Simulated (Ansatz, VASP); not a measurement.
# Bi: VASP beside Ansatz

```
Bi
1.0
    -1.98143    1.98143    1.98143
     1.98143   -1.98143    1.98143
     1.98143    1.98143   -1.98143
Bi
1
Cartesian
  0.0000 0.0000 0.0000
```

Alike in both runs: functional LDA; k mesh 9 × 9 × 9; occupations fermi-dirac, width 0.05 eV; no spin polarisation.

```csv
,VASP,Ansatz
version,VASP 6.6.1,Ansatz 0.2.0
potentials or method,"VASP PAW LDA potentials, release 64 (Bi_d), cutoff 520 eV","all-electron LAPW, scalar-relativistic"
task,single point,band structure
```

VASP gave:

```
gap on the k mesh at the Fermi level (eV) : none
pressure (GPa)                            : -3.2
```

Which values does Ansatz return?

gap on the k mesh at the Fermi level (eV): none; pressure (GPa): -3.3.

LDA's correlation is that of Perdew and Zunger in VASP and of Perdew and Wang (1992) in Ansatz. A gap of «none» marks a metal or a gap that the smearing closes. Ansatz ran all-electron here, and VASP with PAW potentials.

Spin-orbit coupling is off throughout.
